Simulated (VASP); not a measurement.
Here is a VASP 6.6.1 calculation.

The input INCAR:

```
PREC = Accurate
ENCUT = 520
EDIFF = 1E-6
ISMEAR = -1
SIGMA = 0.1
LREAL = False
LASPH = True
NELM = 150
ALGO = Normal
ISIF = 2
LWAVE = False
LCHARG = False
ISPIN = 2
MAGMOM = 0.4
LORBIT = 11
LMAXMIX = 4
LDAU = True
LDAUTYPE = 2
LDAUL = 2
LDAUU = 5.3
LDAUJ = 0
LDAUPRINT = 1
GGA = PS
NBANDS = 14
```

Contents of KPOINTS:

```
Automatic mesh
0
Gamma
  12 12 12
```

The input POSCAR:

```
Fe
1.0
   -1.4455000000      1.4455000000      1.4455000000
    1.4455000000     -1.4455000000      1.4455000000
    1.4455000000      1.4455000000     -1.4455000000
Fe
1
Direct
    0.0000000000      0.0000000000      0.0000000000
```

Potentials or basis: VASP PAW PBE potentials, release 64 (Fe).

Command:

```sh
$ cat potpaw_PBE.64/Fe/POTCAR > POTCAR
$ mpirun -np 1 vasp_std > vasp.out
```

Problem. Estimate the net moment.

Solution. 2.92 μB per cell.

Problem. Estimate the site moments.

Solution. Fe +3.05 μB.

Problem. Estimate the pressure.

Solution. 3.6 GPa.

Eigenvalues of the final occupation matrices:
| site | spin | trace | eigenvalues |
| --- | --- | --- | --- |
| site 1 d | 1 | 4.72 | 0.94 0.94 0.94 0.95 0.95 |
| site 1 d | 2 | 1.51 | 0.18 0.18 0.38 0.38 0.38 |

Caveat: the PAW data sets were made with another functional, which shifts forces and pressure a little; the U is typed as a test and isn't derived for this compound. The state reached can hang on the start; a lower one may exist.
